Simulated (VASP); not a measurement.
A run of VASP 6.6.1 is set up as follows.

INCAR

```
SYSTEM = Al12O
PREC = Accurate
ENCUT = 520
EDIFF = 1E-6
ISMEAR = 0
SIGMA = 0.1
LREAL = .False.
LASPH = .True.
NELM = 80
ALGO = Fast
ISIF = 2
LWAVE = .False.
LCHARG = .False.
LDIPOL = .True.
IDIPOL = 3
DIPOL = 0.5 0.5 0.321
GGA = PE
IBRION = 2
NSW = 36
EDIFFG = -0.025
```

The input KPOINTS:

```
Automatic mesh
0
Gamma
  5 5 1
  0 0 0
```

Contents of POSCAR:

```
Al12O
1.0
    5.7135165838      0.0000000000      0.0000000000
    0.0000000000      5.7135165838      0.0000000000
    0.0000000000      0.0000000000     19.6746954361
Al O
12 1
Selective dynamics
Direct
    0.2500000000      0.2500000000      0.2033068320  F F F
    0.2500000000      0.7500000000      0.2033068320  F F F
    0.7500000000      0.2500000000      0.2033068320  F F F
    0.7500000000      0.7500000000      0.2033068320  F F F
    0.0000000000      0.0000000000      0.3092728611  F F F
    0.0000000000      0.5000000000      0.3092728611  F F F
    0.5000000000      0.0000000000      0.3092728611  F F F
    0.5000000000      0.5000000000      0.3092728611  F F F
    0.2500000000      0.2500000000      0.4154928580  F F F
    0.2500000000      0.7500000000      0.4154928580  F F F
    0.7500000000      0.2500000000      0.4154928580  F F F
    0.7500000000      0.7500000000      0.4154928580  F F F
    0.2500000000      0.5000000000      0.4640429094  F F T
```

Potentials or basis: VASP PAW PBE potentials, release 64 (Al, O).

Run with:

```bash
$ cat potpaw_PBE.64/Al/POTCAR potpaw_PBE.64/O/POTCAR > POTCAR
$ mpirun -np 1 vasp_std > vasp.out
```

**Question.** Estimate the band gap on the k mesh.

**Answer.** Zero (bands 21 and 22 overlap by 0.81 eV).

**Question.** Estimate the energy gained by relaxing.

**Answer.** 3.0 meV/atom.

Final structure:
```
Al O
1.0
     5.71352    0.00000    0.00000
     0.00000    5.71352    0.00000
     0.00000    0.00000   19.67470
Al O
12 1
Direct
  0.25000 0.25000 0.20331
  0.25000 0.75000 0.20331
  0.75000 0.25000 0.20331
  0.75000 0.75000 0.20331
  0.00000 0.00000 0.30927
  0.00000 0.50000 0.30927
  0.50000 0.00000 0.30927
  0.50000 0.50000 0.30927
  0.25000 0.25000 0.41549
  0.25000 0.75000 0.41549
  0.75000 0.25000 0.41549
  0.75000 0.75000 0.41549
  0.25000 0.50000 0.46788
```
